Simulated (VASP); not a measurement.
# GaIr3 (Fm-3m) in VASP: single point with PBE

Aim: the single point of GaIr3 with PBE.

All numbers are computed with VASP 6.6.1; they aren't measurements. Logs are shortened: lines on timing, memory, paths and dates and some standing lists are left out, and cuts for length are marked.

## 1. The cell of the first run

Symmetry: Fm-3m, No. 225, cubic system. Conventional cell: a = 6.195 Å, b = 6.195 Å, c = 6.195 Å, α = 90.00°, β = 90.00°, γ = 90.00°. Within 3.5 Å of Ga (site symmetry m-3m) lie 14 Ir at 2.68 to 3.10 Å. Within 3.5 Å of Ir (site symmetry -43m) lie 4 Ga at 2.68 Å and 10 Ir at 2.68 to 3.10 Å. Ir (site symmetry m-3m) has 8 Ir at 2.68 Å and 6 Ga at 3.10 Å within 3.5 Å.

The cell was built from a structure type or drawn by symmetry, and may not be a known phase.

## 2. Single point, PBE, collinear spin

File INCAR:

```
ALGO = Fast
EDIFF = 1E-6
ENCUT = 520
GGA = PE
ISIF = 2
ISMEAR = 0
ISPIN = 2
LASPH = T
LCHARG = F
LMAXMIX = 4
LORBIT = 11
LREAL = F
LWAVE = F
MAGMOM = 0 0.4 0.4 0.3
NBANDS = 32
NELM = 150
PREC = Accurate
SIGMA = 0.1
```

File KPOINTS:

```
k-points
0
Gamma
  14 14 14
```

File POSCAR:

```
GaIr3
1.0
    0.0000000000      3.0974697719      3.0974697719
    3.0974697719      0.0000000000      3.0974697719
    3.0974697719      3.0974697719      0.0000000000
Ga Ir
1 3
Direct
    0.0000000000      0.0000000000      0.0000000000
    0.2500000000      0.2500000000      0.2500000000
    0.7500000000      0.7500000000      0.7500000000
    0.5000000000      0.5000000000      0.5000000000
```

Potentials or basis: VASP PAW PBE potentials, release 64 (Ga_d, Ir).

Command:

```bash
cat potpaw_PBE.64/Ga_d/POTCAR potpaw_PBE.64/Ir/POTCAR > POTCAR
mpirun -np 1 vasp_std > vasp.out
```

OUTCAR:

```text
EDIFF = 1E-6
   ENCUT = 520
   GGA = PE
   ISIF = 2
   ISMEAR = 0
   ISPIN = 2
   LASPH = T
   LORBIT = 11
   LREAL = F
   NELM = 150
   PREC = Accurate

 ion  position               nearest neighbor table
   1  0.000  0.000  0.000-   3 2.68   3 2.68   3 2.68   2 2.68   3 2.68   2 2.68   2 2.68   2 2.68
                             4 3.10   4 3.10   4 3.10   4 3.10   4 3.10   4 3.10
   2  0.250  0.250  0.250-   1 2.68   1 2.68   1 2.68   1 2.68   4 2.68   4 2.68   4 2.68   4 2.68
                             3 3.10   3 3.10   3 3.10   3 3.10   3 3.10   3 3.10
   3  0.750  0.750  0.750-   4 2.68   4 2.68   4 2.68   1 2.68   4 2.68   1 2.68   1 2.68   1 2.68
                             2 3.10   2 3.10   2 3.10   2 3.10   2 3.10   2 3.10
   4  0.500  0.500  0.500-   2 2.68   2 2.68   2 2.68   2 2.68   3 2.68   3 2.68   3 2.68   3 2.68
                             1 3.10   1 3.10   1 3.10   1 3.10   1 3.10   1 3.10

  LATTYP: Found a face centered cubic cell.
 ALAT       =     6.1949395438

  Lattice vectors:

 A1 = (   0.0000000000,   3.0974697719,   3.0974697719)
 A2 = (   3.0974697719,   0.0000000000,   3.0974697719)
 A3 = (   3.0974697719,   3.0974697719,   0.0000000000)

Analysis of symmetry for initial positions (statically):
=====================================================================
 Subroutine PRICEL returns:
 Original cell was already a primitive cell.

 Routine SETGRP: Setting up the symmetry group for a
 face centered cubic supercell.

 Subroutine GETGRP returns: Found 48 space group operations
 (whereof 48 operations were pure point group operations)
 out of a pool of 48 trial point group operations.

The static configuration has the point symmetry O_h .

Analysis of symmetry for dynamics (positions and initial velocities):
=====================================================================
 Subroutine PRICEL returns:
 Original cell was already a primitive cell.

 Routine SETGRP: Setting up the symmetry group for a
 face centered cubic supercell.

 Subroutine GETGRP returns: Found 48 space group operations
 (whereof 48 operations were pure point group operations)
 out of a pool of 48 trial point group operations.

The dynamic configuration has the point symmetry O_h .

Analysis of structural, dynamic, and magnetic symmetry:
=====================================================================
 Subroutine PRICEL returns:
 Original cell was already a primitive cell.

 Routine SETGRP: Setting up the symmetry group for a
 face centered cubic supercell.

 Subroutine GETGRP returns: Found 48 space group operations
 (whereof 48 operations were pure point group operations)
 out of a pool of 48 trial point group operations.

The overall configuration has the point symmetry O_h .

 Subroutine INISYM returns: Found 48 space group operations
 (whereof 48 operations are pure point group operations),
 and found     1 'primitive' translations

----------------------------------------------------------------------------------------

                                     Primitive cell

  volume of cell :      59.4362

  direct lattice vectors                    reciprocal lattice vectors
     0.000000000  3.097469772  3.097469772    -0.161422076  0.161422076  0.161422076
     3.097469772  0.000000000  3.097469772     0.161422076 -0.161422076  0.161422076
     3.097469772  3.097469772  0.000000000     0.161422076  0.161422076 -0.161422076

  length of vectors
     4.380483760  4.380483760  4.380483760     0.279591237  0.279591237  0.279591237

  position of ions in fractional coordinates (direct lattice)
     0.000000000  0.000000000  0.000000000
     0.250000000  0.250000000  0.250000000
     0.750000000  0.750000000  0.750000000
     0.500000000  0.500000000  0.500000000

  ion indices of the primitive-cell ions
   primitive index   ion index
                 1           1
                 2           2
                 3           3
                 4           4

----------------------------------------------------------------------------------------

 KPOINTS: k-points

Automatic generation of k-mesh.
 Grid dimensions read from file:
 generate k-points for:   14   14   14

 Generating k-lattice:

  Cartesian coordinates                     Fractional coordinates (reciprocal lattice)
    -0.011530148  0.011530148  0.011530148     0.071428571  0.000000000  0.000000000
     0.011530148 -0.011530148  0.011530148     0.000000000  0.071428571  0.000000000
     0.011530148  0.011530148 -0.011530148     0.000000000  0.000000000  0.071428571

  Length of vectors
     0.019970803  0.019970803  0.019970803

  Shift w.r.t. Gamma in fractional coordinates (k-lattice)
     0.000000000  0.000000000  0.000000000

 Subroutine IBZKPT returns following result:
 ===========================================

 Found    104 irreducible k-points:

 Following reciprocal coordinates:
            Coordinates               Weight
  0.000000  0.000000  0.000000      1.000000
  0.071429  0.000000  0.000000      8.000000
  0.142857  0.000000  0.000000      8.000000
  0.214286  0.000000  0.000000      8.000000
  0.285714  0.000000  0.000000      8.000000
  0.357143  0.000000  0.000000      8.000000
[... 16 lines left out ...]
  0.214286  0.142857  0.000000     24.000000
  0.285714  0.142857  0.000000     24.000000
 [... further k-points ...]
   k-points           NKPTS =    104   k-points in BZ     NKDIM =    104   number of bands    NBANDS=     32
   number of dos      NEDOS =    301   number of ions     NIONS =      4
   total plane-waves  NPLWV =  46656
   dimension x,y,z NGX =    36 NGY =   36 NGZ =   36
   dimension x,y,z NGXF=    72 NGYF=   72 NGZF=   72
   ions per type =               1   3
   NGX,Y,Z   is equivalent  to a cutoff of  13.66, 13.66, 13.66 a.u.
   NGXF,Y,Z  is equivalent  to a cutoff of  27.33, 27.33, 27.33 a.u.
 SYSTEM =  unknown system
   PREC   = accura    normal or accurate (medium, high low for compatibility)
   ISTART =      0    job   : 0-new  1-cont  2-samecut
   ICHARG =      2    charge: 1-file 2-atom 10-const
   ISPIN  =      2    spin polarized calculation?
   LNONCOLLINEAR =      F non collinear calculations
   LSORBIT =      F    spin-orbit coupling
   LASPH  =      T    aspherical Exc in radial PAW
   ENCUT  =  520.0 eV  38.22 Ry    6.18 a.u.   8.14  8.14  8.14*2*pi/ulx,y,z
   NELM   =    150;   NELMIN=  2; NELMDL= -5     # of ELM steps
   EDIFF  = 0.1E-05   stopping-criterion for ELM
   LREAL  =      F    real-space projection
   EDIFFG = 0.1E-04   stopping-criterion for IOM
   NSW    =      0    number of steps for IOM
   IBRION =     -1    ionic relax: 0-MD 1-quasi-New 2-CG
   NFREE  =      0    steps in history (QN), initial steepest desc. (CG)
   ISIF   =      2    stress and relaxation
   ISYM   =      2    0-nonsym 1-usesym 2-fastsym
   POTIM  = 0.5000    time-step for ionic-motion
   TEBEG  =    0.0;   TEEND  =   0.0 temperature during run
   PSTRESS=    0.0 pullay stress
   NELECT =      40.0000    total number of electrons
   NUPDOWN=      -1.0000    fix difference up-down
   EMIN   =  10.00;   EMAX   =-10.00  energy-range for DOS
   EFERMI =   0.00;   METHOD = LEGACY
   ISMEAR =     0;   SIGMA  =   0.10  broadening in eV -4-tet -1-fermi 0-gaus
   EFERMI_NEDOS =   21; number of points for ismear=-14 and -15
   IALGO  =     68    algorithm
   IMIX   =      4    mixing-type and parameters
     AMIX     =   0.40;   BMIX     =  1.00
     AMIX_MAG =   1.60;   BMIX_MAG =  1.00
  volume/ion in A,a.u.               =      14.86       100.27
  Fermi-wavevector in a.u.,A,eV,Ry     =   1.434645  2.711086 28.003593  2.058206
  Thomas-Fermi vector in A             =   2.554031
   LORBIT       =     11    0 simple, 1 ext, 2 COOP (PROOUT), +10 PAW based schemes
   GGA     = PE    functional components
   LHFCALC =     F    Hartree Fock is set to
   AEXX    =    0.0000 exact exchange contribution
   IVDW    =     0    specifies the selected vdW correction
   LEPSILON=     F    determine dielectric tensor
   LRPA    =     F    only Hartree local field effects (RPA)
 spin polarized calculation
 RMM-DIIS sequential band-by-band and
 Gauss-broadening in eV      SIGMA  =   0.10
  energy-cutoff  :      520.00
  volume of cell :       59.44
 maximum number of plane-waves:      1639
 NGX is ok and might be reduce to    36
   NGX = 17   NGY = 17   NGZ = 17

 number of electron      39.9999989 magnetization       0.0233760

 number of electron      39.9999989 magnetization      -0.0011660

 Free energy of the ion-electron system (eV)
  ---------------------------------------------------
  ext. energy  EPLUGINS =         0.00000000
  ---------------------------------------------------
  free energy    TOTEN  =       -28.65481654 eV

  energy without entropy =      -28.61520670  energy(sigma->0) =      -28.63501162

 E-fermi :   8.9069     XC(G=0): -13.3269

 val. band max:        8.9015789955   @ k =   0.4286   0.3571   0.0714
 cond. band min:       8.9085054160   @ k =  -0.3571   0.3571   0.0714
 fundamental gap:      0.0069264206
 Fermi energy:         8.9069266045

 spin component 1

 k-point     1 :       0.0000    0.0000    0.0000
  band No.  band energies     occupation
      1      -6.0412      1.00000
      2      -6.0412      1.00000
      3      -6.0412      1.00000
      4      -6.0173      1.00000
      5      -6.0173      1.00000
      6      -2.2292      1.00000
[... 24 lines left out ...]
     31      18.5992      0.00000
     32      18.5992      0.00000

 k-point     2 :       0.0714    0.0000    0.0000
  band No.  band energies     occupation
      1      -6.0422      1.00000
      2      -6.0413      1.00000
      3      -6.0413      1.00000
      4      -6.0163      1.00000
      5      -6.0163      1.00000
      6      -2.1527      1.00000
[... 24 lines left out ...]
     31      18.7520      0.00000
     32      19.0672      0.00000
[... 733 lines left out ...]
     31      20.8592      0.00000
     32      20.9947      0.00000

 k-point    24 :       0.2857    0.1429    0.0000
  band No.  band energies     occupation
      1      -6.0537      1.00000
      2      -6.0419      1.00000
      3      -6.0408      1.00000
      4      -6.0085      1.00000
      5      -6.0059      1.00000
      6      -1.1630      1.00000
[... 24 lines left out ...]
     31      21.1534      0.00000
     32      21.8902      0.00000

 [... further k-points ...]

 spin component 2

 k-point     1 :       0.0000    0.0000    0.0000
  band No.  band energies     occupation
      1      -6.0412      1.00000
      2      -6.0412      1.00000
      3      -6.0412      1.00000
      4      -6.0173      1.00000
      5      -6.0173      1.00000
      6      -2.2293      1.00000
[... 24 lines left out ...]
     31      18.5991      0.00000
     32      18.5991      0.00000

 k-point     2 :       0.0714    0.0000    0.0000
  band No.  band energies     occupation
      1      -6.0422      1.00000
      2      -6.0413      1.00000
      3      -6.0413      1.00000
      4      -6.0163      1.00000
      5      -6.0163      1.00000
      6      -2.1528      1.00000
[... 24 lines left out ...]
     31      18.7519      0.00000
     32      19.0670      0.00000
[... 733 lines left out ...]
     31      20.8590      0.00000
     32      20.9946      0.00000

 k-point    24 :       0.2857    0.1429    0.0000
  band No.  band energies     occupation
      1      -6.0537      1.00000
      2      -6.0419      1.00000
      3      -6.0408      1.00000
      4      -6.0085      1.00000
      5      -6.0059      1.00000
      6      -1.1631      1.00000
[... 24 lines left out ...]
     31      21.1532      0.00000
     32      21.8901      0.00000

 [... further k-points ...]

------------------------ aborting loop because EDIFF is reached ----------------------------------------

  FORCE on cell =-STRESS in cart. coord.  units (eV):
  Direction    XX          YY          ZZ          XY          YZ          ZX
  --------------------------------------------------------------------------------------
  -------------------------------------------------------------------------------------
  Total        0.1260467      0.1260467      0.1260467      0.0000000     -0.0000000     -0.0000000
  in kB        3.3977457      3.3977457      3.3977457      0.0000000     -0.0000000     -0.0000000
  external PRESSURE =       3.3977457 kB  Pullay stress =       0.0000000 kB

 VOLUME and BASIS-vectors are now :
 -----------------------------------------------------------------------------
  energy-cutoff  :      520.00
  volume of cell :       59.44
      direct lattice vectors                 reciprocal lattice vectors
     0.000000000  3.097469772  3.097469772    -0.161422076  0.161422076  0.161422076
     3.097469772  0.000000000  3.097469772     0.161422076 -0.161422076  0.161422076
     3.097469772  3.097469772  0.000000000     0.161422076  0.161422076 -0.161422076

 POSITION                                       TOTAL-FORCE (eV/Angst)
 -----------------------------------------------------------------------------------
      0.00000      0.00000      0.00000        -0.000000     -0.000000     -0.000000
      1.54873      1.54873      1.54873        -0.000000     -0.000000     -0.000000
      4.64620      4.64620      4.64620         0.000000      0.000000      0.000000
      3.09747      3.09747      3.09747        -0.000000     -0.000000     -0.000000
 -----------------------------------------------------------------------------------
    total drift:                               -0.000000      0.000000      0.000000

  FREE ENERGIE OF THE ION-ELECTRON SYSTEM (eV)
  ---------------------------------------------------
  free  energy   TOTEN  =       -28.6548165364 eV

  energy  without entropy=      -28.6152066957  energy(sigma->0) =      -28.63501162

 total charge

# of ion       s       p       d       tot
------------------------------------------
    1        0.841   0.754  10.051  11.646
    2        0.602   0.559   7.063   8.224
    3        0.602   0.559   7.063   8.224
    4        0.629   0.610   7.090   8.328
--------------------------------------------------
tot          2.674   2.482  31.267  36.423

 magnetization (x)

# of ion       s       p       d       tot
------------------------------------------
    1        0.000  -0.000   0.000   0.000
    2       -0.000   0.000  -0.000  -0.000
    3       -0.000   0.000  -0.000  -0.000
    4        0.000   0.000  -0.000  -0.000
--------------------------------------------------
tot          0.000   0.000  -0.001  -0.001
```

Run time: 16 min. Hardware: 1 thread of Intel Xeon Platinum 8259CL at 2.50GHz (Skylake/Cascade Lake), shared host; peak memory 0.45 GiB.

What came out:

- Free energy: -28.6548 eV
- Pressure: 0.3 GPa
- Band gap on the k mesh: zero (filled and empty bands overlap)
- Net moment: 0.00 μB per cell
- Valence electrons inside the program's atomic spheres: Ga 11.65; Ir 8.22, 8.33 (each value once)

Levels at points of the mesh, in eV from the Fermi level:
Spin up:
```tsv
k point	band 18	band 19	band 20	band 21	band 22	band 23
(0.00, 0.00, 0.00)	-0.07	-0.07	0.05	0.05	1.21	5.11
(0.50, 0.00, 0.00)	-0.36	-0.36	-0.08	-0.08	0.54	3.10
(0.50, 0.50, 0.00)	-1.22	-0.70	-0.45	-0.04	0.47	0.52
```
Spin down:
```
           k point  band 18  band 19  band 20  band 21  band 22  band 23
(0.00, 0.00, 0.00)    -0.07    -0.07     0.05     0.05     1.21     5.11
(0.50, 0.00, 0.00)    -0.36    -0.36    -0.08    -0.08     0.54     3.10
(0.50, 0.50, 0.00)    -1.22    -0.70    -0.45    -0.04     0.47     0.52
```

Caveat: spin-orbit coupling is left out, which moves the levels of the heavy elements.
